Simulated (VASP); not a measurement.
Wanted: the native input for a VASP 6.6.1 run.

```
Task                   : single point
Functional             : PBEsol
Potentials or basis    : VASP PAW PBE potentials, release 64 (Li_sv, H)
Cutoff                 : 520 eV
k mesh                 : 10 × 10 × 6
Occupations            : gaussian, width 0.02 eV
Spin                   : no spin polarisation
Dipole correction      : no
Further INCAR settings : ALGO = Normal; EDIFF = 1e-07; NBANDS = 11
```

The structure of LiH3 lies in POSCAR:

```
LiH3
1.0
    2.7347574975      0.0000000000      0.0000000000
    0.0000000000      2.7347574975      0.0000000000
    0.0000000000      0.0000000000      6.1927094706
Li H
1 3
Direct
    0.0000000000      0.0000000000      0.5000000000
    0.5000000000      0.5000000000      0.0605996859
    0.5000000000      0.5000000000      0.9394003141
    0.5000000000      0.5000000000      0.5000000000
```

The input as run:

INCAR

```
SYSTEM = LiH3
ALGO = Normal ; EDIFF = 1E-7
ENCUT = 520 ; GGA = PS
ISIF = 2 ; ISMEAR = 0
LASPH = .True. ; LCHARG = .False.
LREAL = .False. ; LWAVE = .False.
NBANDS = 11 ; NELM = 60
PREC = Accurate ; SIGMA = 0.02
```

KPOINTS

```
k-points
0
Gamma
  10 10 6
  0 0 0
```

Potentials or basis: VASP PAW PBE potentials, release 64 (Li_sv, H).

Launch:

```bash
$ cat potpaw_PBE.64/Li_sv/POTCAR potpaw_PBE.64/H/POTCAR > POTCAR
$ mpirun -np 1 vasp_std > vasp.out
```

Results of the run:

```yaml
Largest_force: 0.358 eV/Å
Band_gap_on_the_k_mesh: 0.53 eV (least direct gap 4.51 eV)
```

Caveat: the PAW data sets were made with another functional, which shifts forces and pressure a little.

It took 16 s on 1 thread of Intel(R) Xeon(R) 6975P-C (Granite Rapids) (shared host), peak memory 0.16 GiB.
